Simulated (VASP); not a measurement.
# B12HN12 (a cell with a defect) in VASP: a series of runs

The runs below take B12HN12 (a cell with a defect) through single point, with PBE+D3(BJ).

Program: VASP 6.6.1. These are calculated values, not measurements. Logs are shortened: lines on timing, memory, paths and dates and some standing lists are left out, and cuts for length are marked.

### Step 1. The cell of the first run

The cell holds a defect, 25 atoms: a = 6.642 Å, b = 6.642 Å, c = 6.642 Å, α = 98.45°, β = 111.01°, γ = 119.63°.

### Step 2. Single point, PBE+D3(BJ)

The input, INCAR:

```
PREC     = Accurate       # precision mode
ENCUT    = 520            # plane-wave cutoff, eV
EDIFF    = 1E-6           # SCF threshold, eV
ISMEAR   = 0              # smearing method
SIGMA    = 0.02           # smearing width, eV
LREAL    = Auto         
LASPH    = T              # aspherical terms in the spheres
NELM     = 100            # most SCF steps
ALGO     = Normal         # electronic algorithm
ISIF     = 2              # what is computed and relaxed
LWAVE    = F              # write WAVECAR
LCHARG   = T              # write CHGCAR
GGA      = PE             # functional
IVDW     = 12             # dispersion correction
LELF     = T              # ELF
LVHAR    = T            
NBANDS   = 66             # bands
NELECT   = 96.0
```

The input, KPOINTS:

```
Automatic mesh
0
Gamma
  2 2 2
  0.5 0.5 0.5
```

The input, POSCAR:

```
B12HN12
1.0
   -3.7615274009     -3.3394822066     -4.3376638254
    3.7615274009     -3.3394822066      4.3376638254
   -3.7615274009      3.3394822066      4.3376638254
B N H
12 12 1
Direct
    0.1639942746      0.7534787563      0.9166835792
    1.0035557362      0.0082341266     -0.0008852264
    0.3289267957      0.5048197133      0.8234794125
    0.8299034732      0.2514629791      0.0842195956
    0.6761461920      0.5052801854      0.1702657231
    0.1615535302      0.2513465615      0.4159522556
    0.5023666676      0.7655028608      0.2575366824
    0.3284030080      0.0019001987      0.3348686611
    0.9918026780      0.4969908164      0.4995520621
    0.8312731274      0.7535605803      0.5838814747
    0.6613233063      0.0017938481      0.6678993669
    0.4964662589      0.2520746610      0.7500141435
    0.1630272740      0.0860315893      0.2493186280
    0.9932854352      0.3322796043      0.3334003051
    0.3286953162      0.8352458395      0.1674182289
    0.8277085221      0.5830811396      0.4166824208
    0.6621837266      0.8352022089      0.5009510595
    0.1604697329      0.5827868298      0.7497428347
    0.4946840341      0.0843571411      0.5840810358
    0.3288762300      0.3349213870      0.6662933640
    1.0010555939      0.8393247544      0.8326696686
    0.8309081182      0.0858076963      0.9174298372
    0.6633917595      0.3352853190      1.0004551678
    0.5403709908      0.6299059807      0.0838091643
    0.6968396872      0.7877521323      0.0841797892
```

Potentials or basis: VASP PAW PBE potentials, release 64 (B, N, H).

On the command line:

```
$ cat potpaw_PBE.64/B/POTCAR potpaw_PBE.64/N/POTCAR potpaw_PBE.64/H/POTCAR > POTCAR
$ mpirun -np 1 vasp_std > vasp.out
```

OUTCAR:

```text
PREC = Accurate
   ENCUT = 520
   EDIFF = 1E-6
   ISMEAR = 0
   LREAL = Auto
   LASPH = T
   NELM = 100
   ISIF = 2
   GGA = PE
   IVDW = 12
   NELECT = 96.0
 IVDW          = 12

 ion  position               nearest neighbor table
   1  0.164  0.753  0.917-  21 1.44  18 1.45  15 1.45
   2  0.004  0.008  0.999-  21 1.44  13 1.45  22 1.45
   3  0.329  0.505  0.823-  18 1.42  20 1.42  24 1.53
   4  0.830  0.251  0.084-  14 1.44  22 1.45  23 1.45
   5  0.676  0.505  0.170-  16 1.42  23 1.42  24 1.53
   6  0.162  0.251  0.416-  14 1.44  13 1.45  20 1.45
[... 15 lines left out ...]
  22  0.831  0.086  0.917-   4 1.45  11 1.45   2 1.45
  23  0.663  0.335  0.000-   5 1.42   4 1.45  12 1.45
  24  0.540  0.630  0.084-  25 1.05   7 1.53   5 1.53   3 1.53
  25  0.697  0.788  0.084-  24 1.05

  LATTYP: Found a body centered orthorhombic cell.
 ALAT       =     6.6789644132
 B/A-ratio  =     1.1263804291
 C/A-ratio  =     1.2989031104

  Lattice vectors:

 A1 = (  -3.7615274009,   3.3394822066,  -4.3376638254)
 A2 = (   3.7615274009,  -3.3394822066,  -4.3376638254)
 A3 = (  -3.7615274009,  -3.3394822066,   4.3376638254)

Analysis of symmetry for initial positions (statically):
=====================================================================
 Subroutine PRICEL returns:
 Original cell was already a primitive cell.

 Routine SETGRP: Setting up the symmetry group for a
 body centered orthorhombic supercell.

 Subroutine GETGRP returns: Found  1 space group operations
 (whereof  1 operations were pure point group operations)
 out of a pool of  8 trial point group operations.

The static configuration has the point symmetry C_1 .

Analysis of symmetry for dynamics (positions and initial velocities):
=====================================================================
 Subroutine PRICEL returns:
 Original cell was already a primitive cell.

 Routine SETGRP: Setting up the symmetry group for a
 body centered orthorhombic supercell.

 Subroutine GETGRP returns: Found  1 space group operations
 (whereof  1 operations were pure point group operations)
 out of a pool of  8 trial point group operations.

The dynamic configuration has the point symmetry C_1 .

 Subroutine INISYM returns: Found  1 space group operations
 (whereof  1 operations are pure point group operations),
 and found     1 'primitive' translations

----------------------------------------------------------------------------------------

                                     Primitive cell

  volume of cell :     217.9512

  direct lattice vectors                    reciprocal lattice vectors
    -3.761527401 -3.339482207 -4.337663825    -0.132924726 -0.149723810  0.000000000
     3.761527401 -3.339482207  4.337663825     0.000000000 -0.149723810  0.115269422
    -3.761527401  3.339482207  4.337663825    -0.132924726  0.000000000  0.115269422

  length of vectors
     6.642029604  6.642029604  6.642029604     0.200215389  0.188955706  0.175943236

  position of ions in fractional coordinates (direct lattice)
     0.163994275  0.753478756  0.916683579
     0.003555736  0.008234127  0.999114774
     0.328926796  0.504819713  0.823479412
     0.829903473  0.251462979  0.084219596
     0.676146192  0.505280185  0.170265723
     0.161553530  0.251346562  0.415952256
[... 17 lines left out ...]
     0.540370991  0.629905981  0.083809164
     0.696839687  0.787752132  0.084179789

  ion indices of the primitive-cell ions
   primitive index   ion index
                 1           1
                 2           2
                 3           3
                 4           4
                 5           5
                 6           6
[... 17 lines left out ...]
                24          24
                25          25

----------------------------------------------------------------------------------------

 KPOINTS: Automatic mesh

Automatic generation of k-mesh.
 Grid dimensions read from file:
 generate k-points for:    2    2    2

 Generating k-lattice:

  Cartesian coordinates                     Fractional coordinates (reciprocal lattice)
    -0.066462363 -0.074861905  0.000000000     0.500000000 -0.000000000  0.000000000
     0.000000000 -0.074861905  0.057634711    -0.000000000  0.500000000  0.000000000
    -0.066462363  0.000000000  0.057634711     0.000000000  0.000000000  0.500000000

  Length of vectors
     0.100107695  0.094477853  0.087971618

  Shift w.r.t. Gamma in fractional coordinates (k-lattice)
     0.500000000  0.500000000  0.500000000

 Subroutine IBZKPT returns following result:
 ===========================================

 Found      4 irreducible k-points:

 Following reciprocal coordinates:
            Coordinates               Weight
  0.250000  0.250000  0.250000      2.000000
 -0.250000  0.250000  0.250000      2.000000
  0.250000 -0.250000  0.250000      2.000000
 -0.250000 -0.250000  0.250000      2.000000
   k-points           NKPTS =      4   k-points in BZ     NKDIM =      4   number of bands    NBANDS=     66
   number of dos      NEDOS =    301   number of ions     NIONS =     25
   total plane-waves  NPLWV = 125000
   dimension x,y,z NGX =    50 NGY =   50 NGZ =   50
   dimension x,y,z NGXF=   100 NGYF=  100 NGZF=  100
   ions per type =              12  12   1
   NGX,Y,Z   is equivalent  to a cutoff of  12.51, 12.51, 12.51 a.u.
   NGXF,Y,Z  is equivalent  to a cutoff of  25.03, 25.03, 25.03 a.u.
 SYSTEM =  unknown system
   PREC   = accura    normal or accurate (medium, high low for compatibility)
   ISTART =      0    job   : 0-new  1-cont  2-samecut
   ICHARG =      2    charge: 1-file 2-atom 10-const
   ISPIN  =      1    spin polarized calculation?
   LNONCOLLINEAR =      F non collinear calculations
   LSORBIT =      F    spin-orbit coupling
   LASPH  =      T    aspherical Exc in radial PAW
   ENCUT  =  520.0 eV  38.22 Ry    6.18 a.u.  12.35 12.35 12.35*2*pi/ulx,y,z
   NELM   =    100;   NELMIN=  2; NELMDL= -5     # of ELM steps
   EDIFF  = 0.1E-05   stopping-criterion for ELM
   LREAL  =      T    real-space projection
   EDIFFG = 0.1E-04   stopping-criterion for IOM
   NSW    =      0    number of steps for IOM
   IBRION =     -1    ionic relax: 0-MD 1-quasi-New 2-CG
   NFREE  =      0    steps in history (QN), initial steepest desc. (CG)
   ISIF   =      2    stress and relaxation
   ISYM   =      2    0-nonsym 1-usesym 2-fastsym
   POTIM  = 0.5000    time-step for ionic-motion
   TEBEG  =    0.0;   TEEND  =   0.0 temperature during run
   PSTRESS=    0.0 pullay stress
   NELECT =      96.0000    total number of electrons
   NUPDOWN=      -1.0000    fix difference up-down
   EMIN   =  10.00;   EMAX   =-10.00  energy-range for DOS
   EFERMI =   0.00;   METHOD = LEGACY
   ISMEAR =     0;   SIGMA  =   0.02  broadening in eV -4-tet -1-fermi 0-gaus
   EFERMI_NEDOS =   21; number of points for ismear=-14 and -15
   IALGO  =     38    algorithm
   IMIX   =      4    mixing-type and parameters
     AMIX     =   0.40;   BMIX     =  1.00
     AMIX_MAG =   1.60;   BMIX_MAG =  1.00
  volume/ion in A,a.u.               =       8.72        58.83
  Fermi-wavevector in a.u.,A,eV,Ry     =   1.245601  2.353844 21.109725  1.551521
  Thomas-Fermi vector in A             =   2.379816
   LORBIT       =      0    0 simple, 1 ext, 2 COOP (PROOUT), +10 PAW based schemes
   GGA     = PE    functional components
   LHFCALC =     F    Hartree Fock is set to
   AEXX    =    0.0000 exact exchange contribution
   IVDW    =    12    specifies the selected vdW correction
   LEPSILON=     F    determine dielectric tensor
   LRPA    =     F    only Hartree local field effects (RPA)
 non-spin polarized calculation
 Gauss-broadening in eV      SIGMA  =   0.02
  energy-cutoff  :      520.00
  volume of cell :      217.95
 maximum number of plane-waves:      5886
 NGX is ok and might be reduce to    50
   NGX = 25   NGY = 25   NGZ = 25

 number of electron      96.0000000 magnetization

 Free energy of the ion-electron system (eV)
  ---------------------------------------------------
  ext. energy  EPLUGINS =         0.00000000
  ---------------------------------------------------
  free energy    TOTEN  =      -217.38847385 eV

  energy without entropy =     -217.38847385  energy(sigma->0) =     -217.38847385

 E-fermi :   2.5027     XC(G=0): -10.0242

 val. band max:        2.3321345134   @ k =  -0.2500  -0.2500   0.2500
 cond. band min:       6.2219296266   @ k =   0.2500  -0.2500   0.2500
 fundamental gap:      3.8897951132
 Fermi energy:         2.5027116841

 k-point     1 :       0.2500    0.2500    0.2500
  band No.  band energies     occupation
      1     -15.6515      2.00000
      2     -14.6259      2.00000
      3     -14.5754      2.00000
      4     -14.5661      2.00000
      5     -13.4620      2.00000
      6     -12.6653      2.00000
[... 52 lines left out ...]
     59      10.5752      0.00000
     60      10.5963      0.00000

 k-point     2 :      -0.2500    0.2500    0.2500
  band No.  band energies     occupation
      1     -15.7503      2.00000
      2     -14.9286      2.00000
      3     -14.2734      2.00000
      4     -13.6952      2.00000
      5     -13.4818      2.00000
      6     -13.4616      2.00000
[... 52 lines left out ...]
     59      10.0945      0.00000
     60      10.1256      0.00000

 k-point     3 :       0.2500   -0.2500    0.2500
  band No.  band energies     occupation
      1     -15.7035      2.00000
      2     -14.8647      2.00000
      3     -14.3117      2.00000
      4     -13.9239      2.00000
      5     -13.7723      2.00000
      6     -13.6753      2.00000
[... 52 lines left out ...]
     59      10.2993      0.00000
     60      10.8347      0.00000

 k-point     4 :      -0.2500   -0.2500    0.2500
  band No.  band energies     occupation
      1     -15.7863      2.00000
      2     -14.7465      2.00000
      3     -14.1620      2.00000
      4     -13.9283      2.00000
      5     -13.8290      2.00000
      6     -13.2648      2.00000
[... 52 lines left out ...]
     59      10.4706      0.00000
     60      10.5107      0.00000
 [bands above 60 left out]

------------------------ aborting loop because EDIFF is reached ----------------------------------------

 Edisp (eV)   -3.48935

 E8    (eV) :    -1.0150

  FORCE on cell =-STRESS in cart. coord.  units (eV):
  Direction    XX          YY          ZZ          XY          YZ          ZX
  --------------------------------------------------------------------------------------
  -------------------------------------------------------------------------------------
  Total      -4.31140    -8.04253    -4.02143     0.01344     0.10023    -0.00015
  in kB     -31.69349   -59.12130   -29.56187     0.09881     0.73681    -0.00113
  external pressure =      -40.13 kB  Pullay stress =        0.00 kB

 VOLUME and BASIS-vectors are now :
 -----------------------------------------------------------------------------
  energy-cutoff  :      520.00
  volume of cell :      217.95
      direct lattice vectors                 reciprocal lattice vectors
    -3.761527401 -3.339482207 -4.337663825    -0.132924726 -0.149723810  0.000000000
     3.761527401 -3.339482207  4.337663825     0.000000000 -0.149723810  0.115269422
    -3.761527401  3.339482207  4.337663825    -0.132924726  0.000000000  0.115269422

 POSITION                                       TOTAL-FORCE (eV/Angst)
 -----------------------------------------------------------------------------------
     -1.23077     -0.00264      6.53325        -0.000285     -0.000021      0.001522
     -3.74060      3.29715      4.35412         0.001269      0.007299      0.006663
     -2.43591     -0.03429      4.33494         0.001474      0.015061      0.003150
     -2.49261     -3.32995     -2.14376         0.000384      0.000180     -0.000617
     -1.28318     -3.37675     -0.00260         0.001026      0.016401      0.002787
     -1.22686      0.01019      2.19375         0.001687     -0.001487      0.002372
[... 17 lines left out ...]
      0.02154     -3.62824      0.75191        -0.001277     -0.002920     -0.002817
      0.02533     -4.67665      0.75949        -0.005108     -0.026693     -0.002282
 -----------------------------------------------------------------------------------
    total drift:                                0.003101      0.002268      0.006870

  FREE ENERGIE OF THE ION-ELECTRON SYSTEM (eV)
  ---------------------------------------------------
  free  energy   TOTEN  =      -220.8778228230 eV

  energy  without entropy=     -220.8778228230  energy(sigma->0) =     -220.87782282
```

Run time: 2.1 min. Hardware: 1 thread of Intel Xeon Platinum 8375C at 2.90GHz (Ice Lake), shared host; peak memory 0.35 GiB.

Results:

```yaml
Free_energy: -220.8778 eV
Largest_force: 0.027 eV/Å
Dispersion_energy_per_atom: -0.140 eV
```

Forces in eV/Å, atoms in the order of the input:
```
B    0.000  0.000  0.002
B    0.001  0.007  0.007
B    0.001  0.015  0.003
B    0.000  0.000 -0.001
B    0.001  0.016  0.003
B    0.002 -0.001  0.002
B    0.000  0.010 -0.004
B   -0.003 -0.002  0.000
B    0.000  0.007  0.000
B    0.001 -0.001  0.000
B    0.000 -0.002  0.000
B   -0.002 -0.001  0.001
N    0.003 -0.001  0.000
N    0.000 -0.002  0.001
N    0.001 -0.003 -0.002
N    0.001  0.000  0.002
N    0.001 -0.003 -0.003
N   -0.002 -0.001  0.001
N    0.000 -0.002 -0.001
N   -0.001 -0.002 -0.002
N    0.000 -0.001 -0.003
N   -0.002 -0.005 -0.001
N    0.004  0.000 -0.001
N   -0.001 -0.003 -0.003
H   -0.005 -0.027 -0.002
```

Levels at points of the mesh, in eV from the Fermi level:
```
           k point  band 45  band 46  band 47  band 48  band 49  band 50  band 51  band 52
(0.25, 0.25, 0.25)    -1.46    -1.17    -1.13    -1.12     4.10     4.87     4.95     5.12
```

Caveat: the k points lie up to 0.63 Å⁻¹ apart; the cell carries a net charge on a neutralising background, which shifts energy and pressure; the cell is charged against a uniform background, so pressure and absolute levels hang on convention.

### Step 3. Single point, PBE+D3(BJ)

The input, INCAR:

```
PREC = Accurate
ENCUT = 520
EDIFF = 1E-7
ISMEAR = 0
SIGMA = 0.02
LREAL = Auto
LASPH = True
NELM = 100
ALGO = Normal
ISIF = 2
LWAVE = False
LCHARG = True
GGA = PE
IVDW = 12
LELF = True
LVHAR = True
NBANDS = 66
NELECT = 96.0
```

KPOINTS is that of step 2.

The input, POSCAR:

```
B12HN12
1.0
   -3.7615274009     -3.3394822066     -4.3376638254
    3.7615274009     -3.3394822066      4.3376638254
   -3.7615274009      3.3394822066      4.3376638254
B N H
12 12 1
Direct
    0.1680172169      0.7515097707      0.9163857821
    1.0075786221      0.0062650213     -0.0011831752
    0.3329498274      0.5028507569      0.8231815622
    0.8339264797      0.2494939996      0.0839218164
    0.6801691892      0.5033111988      0.1699678760
    0.1655765416      0.2493775397      0.4156544893
    0.5063895909      0.7635338237      0.2572388752
    0.3324261037     -0.0000687573      0.3345708633
    0.9958256800      0.4950217818      0.4992542162
    0.8352961417      0.7515915152      0.5835836137
    0.6653463823     -0.0001750825      0.6676016168
    0.5004892161      0.2501055947      0.7497162315
    0.1670502112      0.0840625469      0.2490208170
    0.9973084189      0.3303105264      0.3331024920
    0.3327181971      0.8332768018      0.1671203849
    0.8317315086      0.5811121183      0.4163846568
    0.6662066417      0.8332331288      0.5006531941
    0.1644927623      0.5808178374      0.7494450730
    0.4987069192      0.0823880982      0.5837831587
    0.3328991051      0.3329522923      0.6659954317
    1.0050785559      0.8373557968      0.8323717767
    0.8349310672      0.0838386434      0.9171320316
    0.6674148039      0.3333163674      1.0001574296
    0.5443940298      0.6279369524      0.0835112865
    0.7008627334      0.7857831300      0.0838819886
```

Potentials or basis: VASP PAW PBE potentials, release 64 (B, N, H).

On the command line:

```
$ cat potpaw_PBE.64/B/POTCAR potpaw_PBE.64/N/POTCAR potpaw_PBE.64/H/POTCAR > POTCAR
$ mpirun -np 1 vasp_std > vasp.out
```

It took 2.3 min on 1 thread of Intel Xeon Platinum 8375C at 2.90GHz (Ice Lake), shared host; peak memory 0.35 GiB.

Results (log left out):

```yaml
Free_energy: -220.8778 eV
Largest_force: 0.027 eV/Å
Dispersion_energy_per_atom: -0.140 eV
```

Forces on the atoms (eV/Å):
```
B   -0.001  0.000 -0.001
B    0.002  0.008  0.005
B    0.003  0.014  0.004
B    0.000  0.000 -0.003
B   -0.001  0.017  0.003
B    0.002 -0.002  0.000
B    0.001  0.009 -0.005
B   -0.003  0.000  0.003
B   -0.001  0.007  0.000
B    0.002  0.000 -0.002
B    0.001 -0.001  0.002
B    0.000 -0.001  0.001
N    0.003 -0.001  0.000
N    0.000 -0.003  0.001
N    0.001 -0.003 -0.001
N    0.002 -0.001  0.002
N    0.000 -0.003 -0.002
N   -0.001 -0.001  0.001
N    0.000 -0.002 -0.001
N    0.000 -0.002 -0.001
N    0.000  0.000 -0.002
N   -0.002 -0.005  0.000
N    0.002  0.000  0.000
N   -0.001 -0.003 -0.003
H   -0.005 -0.027 -0.002
```

Levels at points of the mesh, in eV from the Fermi level:
| k point | band 45 | band 46 | band 47 | band 48 | band 49 | band 50 | band 51 | band 52 |
| --- | --- | --- | --- | --- | --- | --- | --- | --- |
| (0.25, 0.25, 0.25) | -1.46 | -1.17 | -1.13 | -1.12 | 4.10 | 4.87 | 4.95 | 5.12 |

Caveat: the k points lie up to 0.63 Å⁻¹ apart; the cell carries a net charge on a neutralising background, which shifts energy and pressure; the cell is charged against a uniform background, so pressure and absolute levels hang on convention.

(Continued in part 2 of 2.)
